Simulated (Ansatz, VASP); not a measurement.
**Two plane-wave programs on CaO**

```xyz
2
Lattice="0.0000 2.3755 2.4123 2.3755 0.0000 2.4123 2.3755 2.3755 0.0000" Properties=species:S:1:pos:R:3 pbc="T T T"
Ca    0.0000    0.0000    0.0000
O     2.3755    2.3755    2.4123
```

Change from the starting cell: strain -0.030 along x and y, -0.015 along z, atoms carried along.

Alike in both runs: task single point; functional PBE; k mesh 8 × 8 × 8; occupations gaussian, width 0.05 eV; no spin polarisation.

|  | VASP | Ansatz |
| --- | --- | --- |
| version | VASP 6.6.1 | Ansatz 0.2.0 |
| potentials or method | VASP PAW PBE potentials, release 64 (Ca_sv, O), cutoff 520 eV | scalar-relativistic, plane waves, PAW |
| valence electrons in the cell | 16 | 16 |

```csv
,VASP,Ansatz,Ansatz less VASP
gap on the k mesh at the Fermi level (eV),3.60,3.62,+0.021
least direct gap on the mesh (eV),3.98,4.00,+0.020
pressure (GPa),4.6,4.0,-0.65
"traceless stress, the component that is largest in VASP (GPa)",-1.82,-1.75,+0.076
```

The functional is the same, so the differences come from potentials, cutoffs and numerics.
